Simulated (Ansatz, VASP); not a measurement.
**FeO in VASP and in Ansatz**

```
Fe O
1.0
     0.00000    2.15540    2.15540
     2.15540    0.00000    2.15540
     2.15540    2.15540    0.00000
Fe O
1 1
Direct
  0.00000 0.00000 0.00000
  0.50000 0.50000 0.50000
```

Alike in both runs: functional BLYP; k mesh 6 × 6 × 6; occupations fermi-dirac, width 0.05 eV; collinear spin.

|  | VASP | Ansatz |
| --- | --- | --- |
| version | VASP 6.6.1 | Ansatz 0.2.0 |
| potentials or method | VASP PAW PBE potentials, release 64 (Fe_sv, O) | Ansatz PAW |
| plane-wave cutoff (eV) | 700 | 420 |
| valence electrons in the cell | 22 | 22 |
| task | single point | band structure |

|  | VASP | Ansatz | Ansatz less VASP |
| --- | --- | --- | --- |
| gap on the k mesh at the Fermi level (eV) | none | none | - |
| pressure (GPa) | 6.0 | 7.0 | +0.96 |
| net moment per atom (μB) | 2.00 | 2.00 | 0.000 |
| size of the moment on the site where the two differ most (μB) | 3.46 | 3.44 | -0.024 |

VASP's potentials were made for PBE, not for BLYP. Site moments also hang on the region over which each program counts them. A gap of «none» marks a metal or a gap that the smearing closes.

The k mesh is coarse, so the values compare programs but aren't converged.
